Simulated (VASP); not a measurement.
LiF: single point with LDA

LiF:

```
CELL_PARAMETERS angstrom
0.00000 2.01400 1.99386
2.01400 0.00000 1.99386
2.01400 2.01400 0.00000
ATOMIC_POSITIONS crystal
Li 0.00000 0.00000 0.00000
F 0.50000 0.50000 0.50000
```

This cell differs from its parent crystal: zz strain of -1 %.

| Property | Result |
| --- | --- |
| Program | VASP 6.6.1 |
| Task | single point |
| Functional | LDA |
| Potentials or basis | VASP PAW LDA potentials, release 64 (Li_sv, F) |
| Cutoff | 750 eV |
| k mesh | 10 × 10 × 10 |
| Occupations | fermi-dirac, width 0.03 eV |
| Spin | no spin polarisation |

* Pressure: -6.3 GPa
* Band gap on the k mesh: 8.91 eV

Stress tensor (GPa, compression positive):
```
-6.55  0.00  0.00
 0.00 -6.55  0.00
 0.00  0.00 -5.89
```

Levels at points of the mesh, in eV from the valence-band top:
```
           k point  band 2  band 3  band 4  band 5  band 6  band 7  band 8  band 9
(0.00, 0.00, 0.00)  -19.60   -0.03    0.00    0.00    8.91   23.51   23.51   23.75
(0.50, 0.00, 0.00)  -19.14   -2.62   -0.25   -0.23   10.42   16.48   18.40   18.59
(0.50, 0.50, 0.00)  -18.84   -3.16   -1.07   -1.07   14.63   15.99   17.24   19.78
(0.50, 0.00, 0.50)  -18.85   -3.17   -1.08   -1.01   14.44   16.12   17.23   19.84
```

Run time: 68 s on 1 thread of Intel Xeon 8259CL, on a shared host, peak memory 0.12 GiB.

Caveat: the cell differs from its parent crystal (zz strain of -1 %); the cell stands under tension. A k mesh can miss the band edges.
